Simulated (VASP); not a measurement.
# InAs (I-4m2) in VASP: notebook

Runs on InAs. Level: PBE. Tasks: single point.

Program: VASP 6.6.1. These are calculated values, not measurements. Logs are shortened: lines on timing, memory, paths and dates and some standing lists are left out, and cuts for length are marked.

## 1. The cell of the first run

It takes space group I-4m2 (No. 119, tetragonal). Conventional cell: a = 4.284 Å, b = 4.284 Å, c = 5.937 Å, α = 90.00°, β = 90.00°, γ = 90.00°. Within 3.4 Å of In (site symmetry -4m2) lie 4 As at 2.61 Å. Within 3.4 Å of As (site symmetry -4m2) lie 4 In at 2.61 Å.

## 2. Single point, PBE (z stretched by -2 %, then relaxed in part)

File INCAR:

```
PREC     = Accurate       # precision mode
ENCUT    = 520            # plane-wave cutoff, eV
EDIFF    = 1E-7           # SCF threshold, eV
ISMEAR   = -1             # smearing method
SIGMA    = 0.05           # smearing width, eV
LREAL    = False          # projectors in reciprocal space
LASPH    = True           # aspherical terms in the spheres
NELM     = 100            # most SCF steps
ALGO     = Normal         # electronic algorithm
ISIF     = 2              # what is computed and relaxed
LWAVE    = False          # write WAVECAR
LCHARG   = False          # write CHGCAR
GGA      = PE             # functional
NBANDS   = 16             # bands
```

File KPOINTS:

```
Automatic mesh
0
Gamma
  13 13 13
```

File POSCAR:

```
InAs
1.0
    0.0000000000      3.0290000000      2.9684200000
    3.0290000000      0.0000000000      2.9684200000
    3.0290000000      3.0290000000      0.0000000000
In As
1 1
Direct
    0.0000000000      0.0000000000      0.0000000000
    0.2500000000      0.2500000000      0.2500000000
```

Potentials or basis: VASP PAW PBE potentials, release 64 (In_d, As).

Started as:

```sh
$ cat potpaw_PBE.64/In_d/POTCAR potpaw_PBE.64/As/POTCAR > POTCAR
$ mpirun -np 1 vasp_std > vasp.out
```

OUTCAR:

```text
PREC = Accurate
   ENCUT = 520
   EDIFF = 1E-7
   ISMEAR = -1
   LREAL = False
   LASPH = True
   NELM = 100
   ISIF = 2
   GGA = PE

 ion  position               nearest neighbor table
   1  0.000  0.000  0.000-   2 2.61   2 2.61   2 2.61   2 2.61
   2  0.250  0.250  0.250-   1 2.61   1 2.61   1 2.61   1 2.61

  LATTYP: Found a body centered tetragonal cell.
 ALAT       =     4.2836528804
 C/A-ratio  =     1.3859292911

  Lattice vectors:

 A1 = (   0.0000000000,  -3.0290000000,  -2.9684200000)
 A2 = (   0.0000000000,   3.0290000000,  -2.9684200000)
 A3 = (   3.0290000000,   0.0000000000,   2.9684200000)

Analysis of symmetry for initial positions (statically):
=====================================================================
 Subroutine PRICEL returns:
 Original cell was already a primitive cell.

 Routine SETGRP: Setting up the symmetry group for a
 body centered tetragonal supercell.

 Subroutine GETGRP returns: Found  8 space group operations
 (whereof  8 operations were pure point group operations)
 out of a pool of 16 trial point group operations.

The static configuration has the point symmetry D_2d.

Analysis of symmetry for dynamics (positions and initial velocities):
=====================================================================
 Subroutine PRICEL returns:
 Original cell was already a primitive cell.

 Routine SETGRP: Setting up the symmetry group for a
 body centered tetragonal supercell.

 Subroutine GETGRP returns: Found  8 space group operations
 (whereof  8 operations were pure point group operations)
 out of a pool of 16 trial point group operations.

The dynamic configuration has the point symmetry D_2d.

 Subroutine INISYM returns: Found  8 space group operations
 (whereof  8 operations are pure point group operations),
 and found     1 'primitive' translations

----------------------------------------------------------------------------------------

                                     Primitive cell

  volume of cell :      54.4696

  direct lattice vectors                    reciprocal lattice vectors
     0.000000000  3.029000000  2.968420000    -0.165070981  0.165070981  0.168439776
     3.029000000  0.000000000  2.968420000     0.165070981 -0.165070981  0.168439776
     3.029000000  3.029000000  0.000000000     0.165070981  0.165070981 -0.168439776

  length of vectors
     4.241032692  4.241032692  4.283652880     0.287869442  0.287869442  0.287869442

  position of ions in fractional coordinates (direct lattice)
     0.000000000  0.000000000  0.000000000
     0.250000000  0.250000000  0.250000000

  ion indices of the primitive-cell ions
   primitive index   ion index
                 1           1
                 2           2

----------------------------------------------------------------------------------------

 KPOINTS: Automatic mesh

Automatic generation of k-mesh.
 Grid dimensions read from file:
 generate k-points for:   13   13   13

 Generating k-lattice:

  Cartesian coordinates                     Fractional coordinates (reciprocal lattice)
    -0.012697768  0.012697768  0.012956906     0.076923077 -0.000000000  0.000000000
     0.012697768 -0.012697768  0.012956906    -0.000000000  0.076923077  0.000000000
     0.012697768  0.012697768 -0.012956906     0.000000000  0.000000000  0.076923077

  Length of vectors
     0.022143803  0.022143803  0.022143803

  Shift w.r.t. Gamma in fractional coordinates (k-lattice)
     0.000000000  0.000000000  0.000000000

 Subroutine IBZKPT returns following result:
 ===========================================

 Found    196 irreducible k-points:

 Following reciprocal coordinates:
            Coordinates               Weight
  0.000000  0.000000  0.000000      1.000000
  0.076923 -0.000000  0.000000      8.000000
  0.153846  0.000000  0.000000      8.000000
  0.230769  0.000000  0.000000      8.000000
  0.307692  0.000000  0.000000      8.000000
  0.384615  0.000000  0.000000      8.000000
[... 16 lines left out ...]
  0.384615  0.153846  0.000000      8.000000
  0.461538  0.153846  0.000000      8.000000
 [... further k-points ...]
   k-points           NKPTS =    196   k-points in BZ     NKDIM =    196   number of bands    NBANDS=     16
   number of dos      NEDOS =    301   number of ions     NIONS =      2
   total plane-waves  NPLWV =  32768
   dimension x,y,z NGX =    32 NGY =   32 NGZ =   32
   dimension x,y,z NGXF=    64 NGYF=   64 NGZF=   64
   ions per type =               1   1
   NGX,Y,Z   is equivalent  to a cutoff of  12.54, 12.54, 12.42 a.u.
   NGXF,Y,Z  is equivalent  to a cutoff of  25.09, 25.09, 24.84 a.u.
 SYSTEM =  unknown system
   PREC   = accura    normal or accurate (medium, high low for compatibility)
   ISTART =      0    job   : 0-new  1-cont  2-samecut
   ICHARG =      2    charge: 1-file 2-atom 10-const
   ISPIN  =      1    spin polarized calculation?
   LNONCOLLINEAR =      F non collinear calculations
   LSORBIT =      F    spin-orbit coupling
   LASPH  =      T    aspherical Exc in radial PAW
   ENCUT  =  520.0 eV  38.22 Ry    6.18 a.u.   7.89  7.89  7.96*2*pi/ulx,y,z
   NELM   =    100;   NELMIN=  2; NELMDL= -5     # of ELM steps
   EDIFF  = 0.1E-06   stopping-criterion for ELM
   LREAL  =      F    real-space projection
   EDIFFG = 0.1E-05   stopping-criterion for IOM
   NSW    =      0    number of steps for IOM
   IBRION =     -1    ionic relax: 0-MD 1-quasi-New 2-CG
   NFREE  =      0    steps in history (QN), initial steepest desc. (CG)
   ISIF   =      2    stress and relaxation
   ISYM   =      2    0-nonsym 1-usesym 2-fastsym
   POTIM  = 0.5000    time-step for ionic-motion
   TEBEG  =    0.0;   TEEND  =   0.0 temperature during run
   PSTRESS=    0.0 pullay stress
   NELECT =      18.0000    total number of electrons
   NUPDOWN=      -1.0000    fix difference up-down
   EMIN   =  10.00;   EMAX   =-10.00  energy-range for DOS
   EFERMI =   0.00;   METHOD = LEGACY
   ISMEAR =    -1;   SIGMA  =   0.05  broadening in eV -4-tet -1-fermi 0-gaus
   EFERMI_NEDOS =   21; number of points for ismear=-14 and -15
   IALGO  =     38    algorithm
   IMIX   =      4    mixing-type and parameters
     AMIX     =   0.40;   BMIX     =  1.00
     AMIX_MAG =   1.60;   BMIX_MAG =  1.00
  volume/ion in A,a.u.               =      27.23       183.79
  Fermi-wavevector in a.u.,A,eV,Ry     =   1.131830  2.138848 17.429582  1.281038
  Thomas-Fermi vector in A             =   2.268529
   LORBIT       =      0    0 simple, 1 ext, 2 COOP (PROOUT), +10 PAW based schemes
   GGA     = PE    functional components
   LHFCALC =     F    Hartree Fock is set to
   AEXX    =    0.0000 exact exchange contribution
   IVDW    =     0    specifies the selected vdW correction
   LEPSILON=     F    determine dielectric tensor
   LRPA    =     F    only Hartree local field effects (RPA)
 non-spin polarized calculation
  energy-cutoff  :      520.00
  volume of cell :       54.47
 maximum number of plane-waves:      1491
   NGX = 15   NGY = 15   NGZ = 15

 number of electron      17.9999993 magnetization

 Free energy of the ion-electron system (eV)
  ---------------------------------------------------
  ext. energy  EPLUGINS =         0.00000000
  ---------------------------------------------------
  free energy    TOTEN  =        -7.64904113 eV

  energy without entropy =       -7.64885255  energy(sigma->0) =       -7.64894684

 E-fermi :   4.7746     XC(G=0):  -9.1585

 val. band max:        4.7213632877   @ k =   0.0000   0.0000   0.0000
 cond. band min:       5.4690211201   @ k =   0.0769  -0.0000   0.0000
 fundamental gap:      0.7476578323
 Fermi energy:         4.7746268827

 k-point     1 :       0.0000    0.0000    0.0000
  band No.  band energies     occupation
      1      -9.7667      2.00000
      2      -9.7667      2.00000
      3      -9.7594      2.00000
      4      -9.6338      2.00000
      5      -9.6310      2.00000
      6      -7.2990      2.00000
[... 8 lines left out ...]
     15      14.2067      0.00000
     16      14.5327      0.00000

 k-point     2 :       0.0769   -0.0000    0.0000
  band No.  band energies     occupation
      1      -9.7735      2.00000
      2      -9.7642      2.00000
      3      -9.7587      2.00000
      4      -9.6339      2.00000
      5      -9.6310      2.00000
      6      -7.2354      2.00000
[... 8 lines left out ...]
     15      13.7039      0.00000
     16      13.9517      0.00000

 k-point     3 :       0.1538    0.0000    0.0000
  band No.  band energies     occupation
      1      -9.7957      2.00000
      2      -9.7576      2.00000
      3      -9.7528      2.00000
      4      -9.6342      2.00000
      5      -9.6306      2.00000
      6      -7.0504      2.00000
[... 8 lines left out ...]
     15      13.2283      0.00000
     16      13.4635      0.00000

 k-point     4 :       0.2308    0.0000    0.0000
  band No.  band energies     occupation
      1      -9.8260      2.00000
      2      -9.7492      2.00000
      3      -9.7446      2.00000
      4      -9.6337      2.00000
      5      -9.6293      2.00000
      6      -6.7628      2.00000
[... 8 lines left out ...]
     15      13.1471      0.00000
     16      13.3258      0.00000

 k-point     5 :       0.3077    0.0000    0.0000
  band No.  band energies     occupation
      1      -9.8563      2.00000
      2      -9.7415      2.00000
      3      -9.7370      2.00000
      4      -9.6320      2.00000
      5      -9.6265      2.00000
      6      -6.4085      2.00000
[... 8 lines left out ...]
     15      13.5497      0.00000
     16      13.5741      0.00000

 k-point     6 :       0.3846    0.0000    0.0000
  band No.  band energies     occupation
      1      -9.8803      2.00000
      2      -9.7362      2.00000
      3      -9.7317      2.00000
      4      -9.6294      2.00000
      5      -9.6231      2.00000
      6      -6.0548      2.00000
[... 8 lines left out ...]
     15      14.2896      0.00000
     16      14.3542      0.00000

 k-point     7 :       0.4615   -0.0000    0.0000
  band No.  band energies     occupation
      1      -9.8934      2.00000
      2      -9.7337      2.00000
      3      -9.7292      2.00000
      4      -9.6275      2.00000
      5      -9.6206      2.00000
      6      -5.8167      2.00000
[... 8 lines left out ...]
     15      15.1742      0.00000
     16      15.3082      0.00000

 k-point     8 :       0.0769    0.0769    0.0000
  band No.  band energies     occupation
      1      -9.7738      2.00000
      2      -9.7619      2.00000
      3      -9.7619      2.00000
      4      -9.6358      2.00000
      5      -9.6295      2.00000
      6      -7.2122      2.00000
[... 8 lines left out ...]
     15      13.4296      0.00000
     16      14.2730      0.00000

 k-point     9 :       0.1538    0.0769    0.0000
  band No.  band energies     occupation
      1      -9.7942      2.00000
      2      -9.7553      2.00000
      3      -9.7553      2.00000
      4      -9.6378      2.00000
      5      -9.6280      2.00000
      6      -7.0660      2.00000
[... 8 lines left out ...]
     15      13.4784      0.00000
     16      13.9604      0.00000
[... 172 lines left out ...]
 k-point    19 :      -0.0769    0.0769    0.0000
  band No.  band energies     occupation
      1      -9.7888      2.00000
      2      -9.7615      2.00000
      3      -9.7513      2.00000
      4      -9.6326      2.00000
      5      -9.6324      2.00000
      6      -7.1333      2.00000
[... 8 lines left out ...]
     15      13.1146      0.00000
     16      13.5543      0.00000

 k-point    20 :       0.1538    0.1538    0.0000
  band No.  band energies     occupation
      1      -9.8110      2.00000
      2      -9.7485      2.00000
      3      -9.7485      2.00000
      4      -9.6419      2.00000
      5      -9.6253      2.00000
      6      -6.9609      2.00000
[... 8 lines left out ...]
     15      14.0154      0.00000
     16      14.4703      0.00000

 k-point    21 :       0.2308    0.1538    0.0000
  band No.  band energies     occupation
      1      -9.8357      2.00000
      2      -9.7400      2.00000
      3      -9.7393      2.00000
      4      -9.6454      2.00000
      5      -9.6227      2.00000
      6      -6.7450      2.00000
[... 8 lines left out ...]
     15      14.4186      0.00000
     16      14.6510      0.00000

 k-point    22 :       0.3077    0.1538    0.0000
  band No.  band energies     occupation
      1      -9.8616      2.00000
      2      -9.7326      2.00000
      3      -9.7305      2.00000
      4      -9.6468      2.00000
      5      -9.6200      2.00000
      6      -6.4412      2.00000
[... 8 lines left out ...]
     15      14.5779      0.00000
     16      14.6345      0.00000

 k-point    23 :       0.3846    0.1538    0.0000
  band No.  band energies     occupation
      1      -9.8840      2.00000
      2      -9.7273      2.00000
      3      -9.7241      2.00000
      4      -9.6453      2.00000
      5      -9.6179      2.00000
      6      -6.0940      2.00000
[... 8 lines left out ...]
     15      14.6025      0.00000
     16      15.1579      0.00000

 k-point    24 :       0.4615    0.1538    0.0000
  band No.  band energies     occupation
      1      -9.8990      2.00000
      2      -9.7244      2.00000
      3      -9.7209      2.00000
      4      -9.6413      2.00000
      5      -9.6175      2.00000
      6      -5.7845      2.00000
[... 8 lines left out ...]
     15      15.0830      0.00000
     16      15.7831      0.00000

 [... further k-points ...]
[... 5 lines left out ...]
  --------------------------------------------------------------------------------------
  -------------------------------------------------------------------------------------
  Total        1.6252032      1.6252032      1.8297604      0.0000000      0.0000000      0.0000000
  in kB       47.8040126     47.8040126     53.8208957      0.0000000      0.0000000      0.0000000
  external PRESSURE =      49.8096403 kB  Pullay stress =       0.0000000 kB

 VOLUME and BASIS-vectors are now :
 -----------------------------------------------------------------------------
  energy-cutoff  :      520.00
  volume of cell :       54.47
      direct lattice vectors                 reciprocal lattice vectors
     0.000000000  3.029000000  2.968420000    -0.165070981  0.165070981  0.168439776
     3.029000000  0.000000000  2.968420000     0.165070981 -0.165070981  0.168439776
     3.029000000  3.029000000  0.000000000     0.165070981  0.165070981 -0.168439776

 POSITION                                       TOTAL-FORCE (eV/Angst)
 -----------------------------------------------------------------------------------
      0.00000      0.00000      0.00000        -0.000000     -0.000000      0.000000
      1.51450      1.51450      1.48421         0.000000      0.000000     -0.000000
 -----------------------------------------------------------------------------------
    total drift:                               -0.000000     -0.000000      0.000000

  FREE ENERGIE OF THE ION-ELECTRON SYSTEM (eV)
  ---------------------------------------------------
  free  energy   TOTEN  =        -7.6490411272 eV

  energy  without entropy=       -7.6488525509  energy(sigma->0) =       -7.64894684
```

It took 3.3 min on 1 thread of Intel Xeon 8259CL, shared host; peak memory 0.31 GiB.

What came out:

* Free energy: -7.6490 eV
* Pressure: 5.0 GPa

Levels at points of the mesh, in eV from the Fermi level:
```
           k point  band 6  band 7  band 8  band 9  band 10  band 11  band 12  band 13
(0.00, 0.00, 0.00)  -12.07   -0.24   -0.15   -0.15    -0.05     3.77     3.81     3.81
```

Caveat: the cell differs from its parent crystal (z stretched by -2 %, then relaxed in part); the cell stands under pressure; spin-orbit coupling is left out, which moves the levels of the heavy elements.

## 3. Single point, PBE (z stretched by -1 %, then relaxed in part)

File INCAR:

```
  PREC = Accurate
  ENCUT = 520
  EDIFF = 1E-6
  ISMEAR = -1
  SIGMA = 0.05
  LREAL = F
  LASPH = T
  NELM = 80
  ALGO = Normal
  ISIF = 2
  LWAVE = F
  LCHARG = T
  GGA = PE
  LELF = T
  LVHAR = T
  NBANDS = 16
```

File KPOINTS:

```
regular mesh
0
Gamma
  13 13 13
```

File POSCAR:

```
InAs
1.0
    0.0000000000      3.0290000000      2.9987100000
    3.0290000000      0.0000000000      2.9987100000
    3.0290000000      3.0290000000      0.0000000000
In As
1 1
Direct
    0.0000000000      0.0000000000      0.0000000000
    0.2500000000      0.2500000000      0.2500000000
```

Potentials or basis: VASP PAW PBE potentials, release 64 (In_d, As).

Started as:

```sh
$ cat potpaw_PBE.64/In_d/POTCAR potpaw_PBE.64/As/POTCAR > POTCAR
$ mpirun -np 1 vasp_std > vasp.out
```

Wall time 3 min (1 thread of Intel Xeon 8259CL, shared host); peak memory 0.31 GiB.

It converged, with:

```yaml
Free_energy: -7.6662 eV
Pressure: 4.3 GPa
```

Stress tensor (GPa, compression positive):
```
4.17 0.00 0.00
0.00 4.17 0.00
0.00 0.00 4.48
```

Levels at points of the mesh, in eV from the Fermi level:
| k point | band 7 | band 8 | band 9 | band 10 | band 11 | band 12 |
| --- | --- | --- | --- | --- | --- | --- |
| (0.00, 0.00, 0.00) | -0.28 | -0.13 | -0.13 | -0.08 | 3.79 | 3.81 |

Caveat: the cell differs from its parent crystal (z stretched by -1 %, then relaxed in part); the cell stands under pressure; spin-orbit coupling is left out, which moves the levels of the heavy elements.
